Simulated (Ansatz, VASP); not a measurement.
## NaCaI3 in VASP and in Ansatz

```
Na Ca I
1.0
     6.06464    0.00000    0.00000
     0.00000    6.06464    0.00000
     0.00000    0.00000    6.06464
Na Ca I
1 1 3
Direct
  0.00000 0.00000 0.00000
  0.50000 0.50000 0.50000
  0.50000 0.50000 0.00000
  0.50000 0.00000 0.50000
  0.00000 0.50000 0.50000
```

Change from the starting cell: hydrostatic strain -1.0%.

Alike in both runs: task single point; functional r2SCAN; k mesh 4 × 4 × 4; no spin polarisation.

```csv
,VASP,Ansatz
version,VASP 6.6.1,Ansatz 0.2.0
potentials or method,"VASP PAW PBE potentials, release 64 (Na_pv, Ca_sv, I)","plane waves, PAW"
plane-wave cutoff (eV),520,500
occupations,"gaussian, width 0.01 eV",fixed
valence electrons in the cell,38,70
```

```csv
,VASP,Ansatz,Ansatz less VASP
gap on the k mesh at the Fermi level (eV),3.06,3.06,+0.001
pressure (GPa),0.6,0.5,-0.04
```

VASP's potentials were made for PBE, not for r2SCAN. VASP's potentials hold 38 valence electrons a cell and Ansatz's 70, so a difference there can come from the potentials and not from the codes.

Neither program's run includes spin-orbit coupling.
